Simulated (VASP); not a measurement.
Wanted: the native input for a VASP 6.6.1 run.

| Property | Result |
| --- | --- |
| Task | single point |
| Functional | PBEsol |
| Potentials or basis | VASP PAW PBE potentials, release 64 (C, Sr_sv) |
| Cutoff | 520 eV |
| k mesh | 6 × 6 × 6 |
| Occupations | fermi-dirac, width 0.02 eV |
| Spin | no spin polarisation |
| Dipole correction | no |
| Further INCAR settings | ALGO = Normal; EDIFF = 1e-06; NBANDS = 19 |

The structure of Sr2C lies in POSCAR:

```
Sr2C
1.0
    0.0000000000      3.3094495678      3.3094495678
    3.3094495678      0.0000000000      3.3094495678
    3.3094495678      3.3094495678      0.0000000000
C Sr
1 2
Direct
    0.0000000000      0.0000000000      0.0000000000
    0.2500000000      0.2500000000      0.2500000000
    0.7500000000      0.7500000000      0.7500000000
```

These files were run (other wordings do the same):

INCAR

```
PREC = Accurate
ENCUT = 520
EDIFF = 1E-6
ISMEAR = -1
SIGMA = 0.02
LREAL = False
LASPH = True
NELM = 80
ALGO = Normal
ISIF = 2
LWAVE = False
LCHARG = False
GGA = PS
NBANDS = 19
```

KPOINTS

```
Automatic mesh
0
Gamma
  6 6 6
```

Potentials or basis: VASP PAW PBE potentials, release 64 (C, Sr_sv).

The run is started by

```bash
$ cat potpaw_PBE.64/C/POTCAR potpaw_PBE.64/Sr_sv/POTCAR > POTCAR
$ mpirun -np 1 vasp_std > vasp.out
```

Results of the run:

* Pressure: 0.2 GPa
* Band gap on the k mesh: zero (bands 12 and 13 overlap by 0.01 eV)

Caveat: the PAW data sets were made with another functional, which shifts forces and pressure a little.

Wall time 20 s on 1 thread of AMD EPYC 9R14 (Zen 4), on a shared host, peak memory 0.18 GiB.
